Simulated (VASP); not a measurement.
# AlCrBN2 (P4/mmm) in VASP: further runs, part 2 of 2

VASP 6.6.1.

### Step 3. Single point, PBE, collinear spin, ferromagnetic start

This run uses another cell than the first one, of 11.16 Å³/atom.

INCAR

```
PREC = Accurate
ENCUT = 520
EDIFF = 1E-6
ISMEAR = 0
SIGMA = 0.1
LREAL = F
LASPH = T
NELM = 150
ALGO = Normal
ISIF = 2
LWAVE = F
LCHARG = F
ISPIN = 2
MAGMOM = 0 3 0 0 0
LORBIT = 11
LMAXMIX = 4
GGA = PE
NBANDS = 26
```

KPOINTS

```
Automatic mesh
0
Gamma
  6 6 4
```

POSCAR

```
AlCrBN2
1.0
    3.1620714100      0.0000000000      0.0000000000
    0.0000000000      3.1620714100      0.0000000000
    0.0000000000      0.0000000000      5.5807257100
Al Cr B N
1 1 1 2
Direct
    0.0000000000      0.0000000000      0.5000000000
    0.5000000000      0.5000000000      0.5000000000
    0.5000000000      0.5000000000      0.0000000000
    0.5000000000      0.5000000000      0.7657297800
    0.5000000000      0.5000000000      0.2342702200
```

Potentials or basis: VASP PAW PBE potentials, release 64 (Al, Cr_pv, B, N).

Started as:

```
$ cat potpaw_PBE.64/Al/POTCAR potpaw_PBE.64/Cr_pv/POTCAR potpaw_PBE.64/B/POTCAR potpaw_PBE.64/N/POTCAR > POTCAR
$ mpirun -np 1 vasp_std > vasp.out
```

OUTCAR:

```text
PREC = Accurate
   ENCUT = 520
   EDIFF = 1E-6
   ISMEAR = 0
   LREAL = F
   LASPH = T
   NELM = 150
   ISIF = 2
   ISPIN = 2
   LORBIT = 11
   GGA = PE

 ion  position               nearest neighbor table
   1  0.000  0.000  0.500-   2 2.24   2 2.24   2 2.24   2 2.24
   2  0.500  0.500  0.500-   4 1.48   5 1.48   1 2.24   1 2.24   1 2.24   1 2.24
   3  0.500  0.500  0.000-   4 1.31   5 1.31
   4  0.500  0.500  0.766-   3 1.31   2 1.48
   5  0.500  0.500  0.234-   3 1.31   2 1.48

  LATTYP: Found a simple tetragonal cell.
 ALAT       =     3.1620714100
 C/A-ratio  =     1.7648955341

  Lattice vectors:

 A1 = (   3.1620714100,   0.0000000000,   0.0000000000)
 A2 = (   0.0000000000,   3.1620714100,   0.0000000000)
 A3 = (   0.0000000000,   0.0000000000,   5.5807257100)

Analysis of symmetry for initial positions (statically):
=====================================================================
 Subroutine PRICEL returns:
 Original cell was already a primitive cell.

 Routine SETGRP: Setting up the symmetry group for a
[... 1603 lines left out ...]
  -------------------------------------------------------------------------------------
  Total        9.2483377      9.2483377     63.8989307      0.0000000      0.0000000      0.0000000
  in kB      265.5462895    265.5462895   1834.7214916      0.0000000      0.0000000      0.0000000
  external PRESSURE =     788.6046902 kB  Pullay stress =       0.0000000 kB

 VOLUME and BASIS-vectors are now :
 -----------------------------------------------------------------------------
  energy-cutoff  :      520.00
  volume of cell :       55.80
      direct lattice vectors                 reciprocal lattice vectors
     3.162071410  0.000000000  0.000000000     0.316248392  0.000000000  0.000000000
     0.000000000  3.162071410  0.000000000     0.000000000  0.316248392  0.000000000
     0.000000000  0.000000000  5.580725710     0.000000000  0.000000000  0.179188165

 POSITION                                       TOTAL-FORCE (eV/Angst)
 -----------------------------------------------------------------------------------
      0.00000      0.00000      2.79036         0.000000      0.000000      0.000000
      1.58104      1.58104      2.79036         0.000000      0.000000      0.000000
      1.58104      1.58104      0.00000         0.000000      0.000000      0.000000
      1.58104      1.58104      4.27333         0.000000     -0.000000     15.806225
      1.58104      1.58104      1.30740         0.000000      0.000000    -15.806225
 -----------------------------------------------------------------------------------
    total drift:                                0.000000     -0.000000     -0.000000

  FREE ENERGIE OF THE ION-ELECTRON SYSTEM (eV)
  ---------------------------------------------------
  free  energy   TOTEN  =       -30.9575472424 eV

  energy  without entropy=      -30.9520277729  energy(sigma->0) =      -30.95478751

 total charge

# of ion       s       p       d       tot
------------------------------------------
    1        0.524   0.396   0.000   0.920
    2        0.612   7.065   5.307  12.983
    3        0.854   1.527   0.000   2.381
    4        1.322   2.692   0.000   4.014
    5        1.322   2.692   0.000   4.014
--------------------------------------------------
tot          4.633  14.373   5.307  24.313

 magnetization (x)

# of ion       s       p       d       tot
------------------------------------------
    1        0.000   0.000   0.000   0.000
    2       -0.000   0.000   0.000   0.000
    3        0.000   0.000   0.000   0.000
    4       -0.000  -0.000   0.000  -0.000
    5       -0.000  -0.000   0.000  -0.000
--------------------------------------------------
tot         -0.000   0.000   0.000   0.000
```

OSZICAR:

```text
N       E                     dE             d eps       ncg     rms          rms(c)
DAV:   1     0.242813174312E+03    0.24281E+03   -0.14607E+04  3120   0.106E+03
DAV:   2    -0.193185198538E+02   -0.26213E+03   -0.24632E+03  3464   0.314E+02
DAV:   3    -0.359012369435E+02   -0.16583E+02   -0.16349E+02  3804   0.874E+01
DAV:   4    -0.361520797971E+02   -0.25084E+00   -0.25001E+00  3886   0.110E+01
DAV:   5    -0.361566711752E+02   -0.45914E-02   -0.45861E-02  3886   0.146E+00    0.522E+01
DAV:   6    -0.327562122446E+02    0.34005E+01   -0.24234E+01  4018   0.499E+01    0.158E+01
DAV:   7    -0.329603910191E+02   -0.20418E+00   -0.29545E+01  3736   0.573E+01    0.255E+01
DAV:   8    -0.310705185686E+02    0.18899E+01   -0.26307E+00  3844   0.200E+01    0.985E+00
DAV:   9    -0.309639354734E+02    0.10658E+00   -0.35837E-01  3650   0.488E+00    0.335E+00
DAV:  10    -0.309568657146E+02    0.70698E-02   -0.67447E-02  3740   0.277E+00    0.111E+00
DAV:  11    -0.309569221192E+02   -0.56405E-04   -0.22126E-02  3466   0.162E+00    0.545E-01
DAV:  12    -0.309573593650E+02   -0.43725E-03   -0.23012E-03  3392   0.458E-01    0.144E-01
DAV:  13    -0.309574616266E+02   -0.10226E-03   -0.16796E-04  3716   0.871E-02    0.542E-02
DAV:  14    -0.309575234412E+02   -0.61815E-04   -0.38799E-05  3356   0.348E-02    0.272E-02
DAV:  15    -0.309575406815E+02   -0.17240E-04   -0.15456E-05  3444   0.201E-02    0.827E-03
DAV:  16    -0.309575458298E+02   -0.51483E-05   -0.35551E-06  3380   0.850E-03    0.445E-03
DAV:  17    -0.309575470769E+02   -0.12471E-05   -0.97242E-07  3066   0.461E-03    0.183E-03
DAV:  18    -0.309575472424E+02   -0.16544E-06   -0.14104E-07  2394   0.174E-03
   1 F= -.30957547E+02 E0= -.30954788E+02  d E =-.551947E-02  mag=     0.0000
```

It took 2.5 min on 1 thread of Oxide Virtual Turin-like, shared host; peak memory 0.19 GiB.

What came out:

| Item | Value |
| --- | --- |
| Free energy | -30.9575 eV |
| Pressure | 78.9 GPa |
| Largest force | 15.806 eV/Å |
| Band gap on the k mesh | zero (filled and empty bands overlap) |
| Net moment | 0.00 μB per cell |
| Valence electrons inside the program's atomic spheres | Al 0.92; Cr 12.98; B 2.38; N 4.01 |

Forces on the atoms (eV/Å):
```
Al    0.000   0.000   0.000
Cr    0.000   0.000   0.000
B     0.000   0.000   0.000
N     0.000   0.000  15.806
N     0.000   0.000 -15.806
```

Caveat: the cell stands under pressure; forces of over 1 eV/Å act on the atoms, so gaps and moduli don't describe the material at rest. With open d or f shells a metallic result of PBE can be an artefact of self-interaction; +U or a hybrid may open a gap.

### Step 4. Single point, PBE, collinear spin, ferromagnetic start

INCAR

```
SYSTEM = AlCrBN2
ALGO = Normal
EDIFF = 1E-6
ENCUT = 520
GGA = PE
ISIF = 2
ISMEAR = 0
ISPIN = 2
LASPH = .TRUE.
LCHARG = .FALSE.
LMAXMIX = 4
LORBIT = 11
LREAL = .FALSE.
LWAVE = .FALSE.
MAGMOM = 0 3 0 0 0
NBANDS = 26
NELM = 150
PREC = Accurate
SIGMA = 0.1
```

KPOINTS

```
k-points
0
G
  6 6 4
  0 0 0
```

POSCAR

```
AlCrBN2
1.0
    3.5101105361      0.0000000000      0.0000000000
    0.0000000000      3.5101105361      0.0000000000
    0.0000000000      0.0000000000      6.2099142103
Al Cr B N
1 1 1 2
Direct
    0.0000000000      0.0000000000      0.5000000000
    0.5000000000      0.5000000000      0.5000000000
    0.5000000000      0.5000000000      0.0000000000
    0.5000000000      0.5000000000      0.7851630558
    0.5000000000      0.5000000000      0.2148369442
```

Started as:

```
$ cat potpaw_PBE.64/Al/POTCAR potpaw_PBE.64/Cr_pv/POTCAR potpaw_PBE.64/B/POTCAR potpaw_PBE.64/N/POTCAR > POTCAR
$ mpirun -np 1 vasp_std > vasp.out
```

It took 3.3 min on 1 thread of Oxide Virtual Turin-like, shared host; peak memory 0.24 GiB.

It converged, with:

```
Free energy                                           : -36.1935 eV
Pressure                                              : -0.3 GPa
Largest force                                         : 0.020 eV/Å
Net moment                                            : 0.04 μB per cell
Site moments                                          : Al -0.00; Cr +0.04; B +0.01; N -0.01 μB
Valence electrons inside the program's atomic spheres : Al 0.79; Cr 11.23; B 2.24; N 3.80
```

Forces on the atoms (eV/Å):
```
Al   0.000  0.000  0.000
Cr   0.000  0.000  0.000
B    0.000  0.000  0.000
N    0.000  0.000  0.020
N    0.000  0.000 -0.020
```

Stress tensor (GPa, compression positive):
```
-0.22  0.00  0.00
 0.00 -0.22  0.00
 0.00  0.00 -0.42
```

Levels at points of the mesh, in eV from the Fermi level:
Spin up:
```
           k point  band 12  band 13  band 14  band 15  band 16  band 17
(0.00, 0.00, 0.00)    -2.72    -1.24    -0.16     1.91     1.91     2.62
(0.50, 0.00, 0.00)    -2.58    -2.33    -1.01     0.76     1.54     1.95
(0.50, 0.50, 0.00)    -3.61     0.18     0.18     0.79     0.85     1.62
(0.00, 0.00, 0.50)    -1.44    -1.24    -0.16     0.55     0.55     1.60
(0.50, 0.00, 0.50)    -1.19    -1.01    -0.38    -0.28     0.63     0.77
(0.50, 0.50, 0.50)    -3.13    -0.04    -0.04     0.79     0.94     1.49
```
Spin down:
| k point | band 11 | band 12 | band 13 | band 14 | band 15 | band 16 | band 17 | band 18 |
| --- | --- | --- | --- | --- | --- | --- | --- | --- |
| (0.00, 0.00, 0.00) | -2.70 | -2.70 | -1.22 | -0.13 | 1.94 | 1.94 | 2.62 | 2.93 |
| (0.50, 0.00, 0.00) | -2.91 | -2.56 | -2.33 | -0.99 | 0.79 | 1.58 | 1.98 | 4.84 |
| (0.50, 0.50, 0.00) | -3.60 | -3.60 | 0.18 | 0.18 | 0.82 | 0.87 | 1.66 | 1.66 |
| (0.00, 0.00, 0.50) | -1.44 | -1.44 | -1.22 | -0.13 | 0.60 | 0.60 | 1.60 | 4.70 |
| (0.50, 0.00, 0.50) | -3.03 | -1.20 | -0.99 | -0.39 | -0.23 | 0.69 | 0.81 | 4.41 |
| (0.50, 0.50, 0.50) | -3.14 | -3.14 | 0.01 | 0.01 | 0.82 | 0.96 | 1.49 | 1.49 |

### Step 5. Relaxation of cell and atoms, PBE

INCAR

```
PREC     = Accurate       # precision mode
ENCUT    = 600            # plane-wave cutoff, eV
EDIFF    = 1E-6           # SCF threshold, eV
ISMEAR   = 0              # smearing method
SIGMA    = 0.1            # smearing width, eV
LREAL    = F              # projectors in reciprocal space
LASPH    = T              # aspherical terms in the spheres
NELM     = 100            # most SCF steps
ALGO     = Normal         # electronic algorithm
ISIF     = 3              # what is computed and relaxed
LWAVE    = F              # write WAVECAR
LCHARG   = F              # write CHGCAR
GGA      = PE             # functional
IBRION   = 2              # ionic algorithm
NSW      = 100            # ionic steps
EDIFFG   = -0.01          # ionic threshold
```

KPOINTS

```
Automatic mesh
0
Gamma
  10 10 6
```

POSCAR is that of step 4.

Started as:

```
$ cat potpaw_PBE.64/Al/POTCAR potpaw_PBE.64/Cr_pv/POTCAR potpaw_PBE.64/B/POTCAR potpaw_PBE.64/N/POTCAR > POTCAR
$ mpirun -np 1 vasp_std > vasp.out
```

Run time: 16 min. Hardware: 1 thread of Oxide Virtual Turin-like, shared host; peak memory 0.28 GiB.

The run converged. Its results:

| Item | Value |
| --- | --- |
| Free energy | -36.2131 eV |
| Relaxed volume | 15.24 Å³/atom |
| Relaxed cell | a = 3.505 Å, b = 3.505 Å, c = 6.206 Å, α = 90.00°, β = 90.00°, γ = 90.00° |
| Space group after relaxing (to 0.1 Å) | P4/mmm (No. 123) |
| Energy gained by relaxing | 0.1 meV/atom |
| Ionic steps | 9 |
| Pressure after relaxing | 0.0 GPa |
| Largest force after relaxing | 0.005 eV/Å |
| Band gap on the k mesh | zero (bands 14 and 15 overlap by 0.45 eV) |

Forces on the atoms (eV/Å):
```
Al   0.000  0.000  0.000
Cr   0.000  0.000  0.000
B    0.000  0.000  0.000
N    0.000  0.000  0.005
N    0.000  0.000 -0.005
```

The path:
```
step  energy change (eV)  largest force (eV/Å)  pressure (GPa)  volume (Å³)
   1              0.0000                0.0387           -0.37        76.51
   2              0.0010                0.1651            0.65        76.12
   3             -0.0002                0.0160           -0.14        76.40
   4             -0.0002                0.0208           -0.08        76.40
   5             -0.0002                0.0193           -0.07        76.40
   6             -0.0003                0.0116            0.01        76.25
   7             -0.0003                0.0186            0.04        76.22
   8             -0.0002                0.0249           -0.09        76.21
   9             -0.0003                0.0045           -0.02        76.22
```

Final structure:
```cif
data_structure
_symmetry_space_group_name_H-M 'P 1'
_symmetry_Int_Tables_number 1
_cell_length_a 3.5045
_cell_length_b 3.5045
_cell_length_c 6.2057
_cell_angle_alpha 90.000
_cell_angle_beta 90.000
_cell_angle_gamma 90.000
_cell_volume 76.22
loop_
_atom_site_label
_atom_site_type_symbol
_atom_site_fract_x
_atom_site_fract_y
_atom_site_fract_z
_atom_site_occupancy
Al1 Al 0.00000 0.00000 0.50000 1
Cr1 Cr 0.50000 0.50000 0.50000 1
B1 B 0.50000 0.50000 0.00000 1
N1 N 0.50000 0.50000 0.78520 1
N2 N 0.50000 0.50000 0.21480 1
```

Levels at points of the mesh, in eV from the Fermi level:
| k point | band 12 | band 13 | band 14 | band 15 | band 16 | band 17 |
| --- | --- | --- | --- | --- | --- | --- |
| (0.00, 0.00, 0.00) | -2.74 | -1.25 | -0.16 | 1.91 | 1.91 | 2.62 |
| (0.50, 0.00, 0.00) | -2.59 | -2.34 | -1.01 | 0.77 | 1.55 | 1.95 |
| (0.50, 0.50, 0.00) | -3.63 | 0.17 | 0.17 | 0.80 | 0.86 | 1.62 |
| (0.00, 0.00, 0.50) | -1.47 | -1.25 | -0.16 | 0.56 | 0.56 | 1.59 |
| (0.50, 0.00, 0.50) | -1.22 | -1.01 | -0.40 | -0.28 | 0.65 | 0.79 |
| (0.50, 0.50, 0.50) | -3.16 | -0.03 | -0.03 | 0.80 | 0.95 | 1.48 |

Caveat: the run has no spin polarisation, though such a crystal can be magnetic.

### Step 6. Relaxation of cell and atoms, PBE, collinear spin, ferromagnetic start

This run uses another cell than the first one, of 11.16 Å³/atom.

INCAR

```
SYSTEM = AlCrBN2
PREC = Accurate
ENCUT = 600
EDIFF = 1E-6
ISMEAR = 0
SIGMA = 0.1
LREAL = .False.
LASPH = .True.
NELM = 150
ALGO = Normal
ISIF = 3
LWAVE = .False.
LCHARG = .False.
ISPIN = 2
MAGMOM = 0 3 0 0 0
LORBIT = 11
LMAXMIX = 4
GGA = PE
IBRION = 2
NSW = 90
EDIFFG = -0.04
```

KPOINTS

```
Automatic mesh
0
Gamma
  6 6 4
  0 0 0
```

POSCAR

```
AlCrBN2
1.0
    3.1620714100      0.0000000000      0.0000000000
    0.0000000000      3.1620714100      0.0000000000
    0.0000000000      0.0000000000      5.5807257100
Al Cr B N
1 1 1 2
Direct
    0.0000000000      0.0000000000      0.5000000000
    0.5000000000      0.5000000000      0.5000000000
    0.5000000000      0.5000000000      0.0000000000
    0.5000000000      0.5000000000      0.7657297800
    0.5000000000      0.5000000000      0.2342702200
```

Potentials or basis: VASP PAW PBE potentials, release 64 (Al, Cr_pv, B, N).

Started as:

```
$ cat potpaw_PBE.64/Al/POTCAR potpaw_PBE.64/Cr_pv/POTCAR potpaw_PBE.64/B/POTCAR potpaw_PBE.64/N/POTCAR > POTCAR
$ mpirun -np 1 vasp_std > vasp.out
```

OUTCAR:

```text
SYSTEM = AlCrBN2
   PREC = Accurate
   ENCUT = 600
   EDIFF = 1E-6
   ISMEAR = 0
   LREAL = .False.
   LASPH = .True.
   NELM = 150
   ISIF = 3
   ISPIN = 2
   LORBIT = 11
   GGA = PE
   IBRION = 2
   NSW = 90
   EDIFFG = -0.04

 ion  position               nearest neighbor table
   1  0.000  0.000  0.500-   2 2.24   2 2.24   2 2.24   2 2.24
   2  0.500  0.500  0.500-   4 1.48   5 1.48   1 2.24   1 2.24   1 2.24   1 2.24
   3  0.500  0.500  0.000-   4 1.31   5 1.31
   4  0.500  0.500  0.766-   3 1.31   2 1.48
   5  0.500  0.500  0.234-   3 1.31   2 1.48

  LATTYP: Found a simple tetragonal cell.
 ALAT       =     3.1620714100
 C/A-ratio  =     1.7648955341

  Lattice vectors:

 A1 = (   3.1620714100,   0.0000000000,   0.0000000000)
 A2 = (   0.0000000000,   3.1620714100,   0.0000000000)
 A3 = (   0.0000000000,   0.0000000000,   5.5807257100)
[... 3756 lines left out ...]

 number of electron      28.0000006 magnetization      -0.0000136

 Free energy of the ion-electron system (eV)
  ---------------------------------------------------
  ext. energy  EPLUGINS =         0.00000000
  ---------------------------------------------------
  free energy    TOTEN  =       -36.18128344 eV

  energy without entropy =      -36.17084229  energy(sigma->0) =      -36.17606287

 E-fermi :   3.1640     XC(G=0):  -9.1904

 val. band max:        3.1557021364   @ k =   0.3333   0.1667   0.5000
 cond. band min:       3.2079011808   @ k =   0.3333   0.3333   0.5000
 fundamental gap:      0.0521990444
 Fermi energy:         3.1639670642
[... 1142 lines left out ...]
  FREE ENERGIE OF THE ION-ELECTRON SYSTEM (eV)
  ---------------------------------------------------
  free  energy   TOTEN  =       -36.1812834423 eV

  energy  without entropy=      -36.1708422943  energy(sigma->0) =      -36.17606287

 reached required accuracy - stopping structural energy minimisation

 total charge

# of ion       s       p       d       tot
------------------------------------------
    1        0.500   0.296   0.000   0.795
    2        0.427   6.471   4.349  11.247
    3        0.806   1.440   0.000   2.246
    4        1.274   2.529   0.000   3.803
    5        1.274   2.529   0.000   3.803
--------------------------------------------------
tot          4.280  13.266   4.349  21.894

 magnetization (x)

# of ion       s       p       d       tot
------------------------------------------
    1        0.000   0.000   0.000   0.000
    2       -0.000  -0.000  -0.000  -0.000
    3       -0.000  -0.000   0.000  -0.000
    4        0.000   0.000   0.000   0.000
    5        0.000   0.000   0.000   0.000
--------------------------------------------------
tot          0.000   0.000  -0.000  -0.000
```

CONTCAR:

```text
AlCrBN2
   1.00000000000000
     3.4985408892391243    0.0000000000000000    0.0000000000000000
     0.0000000000000000    3.4985408892391243   -0.0000000000000000
     0.0000000000000000   -0.0000000000000000    6.2058272561798171
  Al              Cr              B               N
     1     1     1     2
Direct
     0.0000000000000000    0.0000000000000000    0.5000000000000000
     0.5000000000000000    0.5000000000000000    0.5000000000000000
     0.5000000000000000    0.5000000000000000    0.0000000000000000
     0.5000000000000000    0.5000000000000000    0.7852158593732693
     0.5000000000000000    0.5000000000000000    0.2147841406267304

  0.00000000E+00  0.00000000E+00  0.00000000E+00
  0.00000000E+00  0.00000000E+00  0.00000000E+00
  0.00000000E+00  0.00000000E+00  0.00000000E+00
  0.00000000E+00  0.00000000E+00  0.00000000E+00
  0.00000000E+00  0.00000000E+00  0.00000000E+00
```

Run time: 42 min. Hardware: 1 thread of Oxide Virtual Turin-like, shared host; peak memory 0.25 GiB.

What came out:

```
Free energy                                           : -36.1813 eV
Relaxed volume                                        : 15.19 Å³/atom
Relaxed cell                                          : a = 3.499 Å, b = 3.499 Å, c = 6.206 Å, α = 90.00°, β = 90.00°, γ = 90.00°
Space group after relaxing (to 0.1 Å)                 : P4/mmm (No. 123)
Pressure after relaxing                               : 0.1 GPa
Largest force after relaxing                          : 0.025 eV/Å
Band gap on the k mesh                                : zero (filled and empty bands overlap)
Net moment                                            : 0.00 μB per cell
Valence electrons inside the program's atomic spheres : Al 0.80; Cr 11.25; B 2.25; N 3.80
```

Forces on the atoms (eV/Å):
```
Al   0.000  0.000  0.000
Cr   0.000  0.000  0.000
B    0.000  0.000  0.000
N    0.000  0.000 -0.025
N    0.000  0.000  0.025
```

Final structure:
```cif
data_structure
_symmetry_space_group_name_H-M 'P 1'
_symmetry_Int_Tables_number 1
_cell_length_a 3.4985
_cell_length_b 3.4985
_cell_length_c 6.2058
_cell_angle_alpha 90.000
_cell_angle_beta 90.000
_cell_angle_gamma 90.000
_cell_volume 75.96
loop_
_atom_site_label
_atom_site_type_symbol
_atom_site_fract_x
_atom_site_fract_y
_atom_site_fract_z
_atom_site_occupancy
Al1 Al 0.00000 0.00000 0.50000 1
Cr1 Cr 0.50000 0.50000 0.50000 1
B1 B 0.50000 0.50000 0.00000 1
N1 N 0.50000 0.50000 0.78522 1
N2 N 0.50000 0.50000 0.21478 1
```

Caveat: the volume moved by over 15 % at a fixed basis, so the end points are rough. With open d or f shells a metallic result of PBE can be an artefact of self-interaction; +U or a hybrid may open a gap.
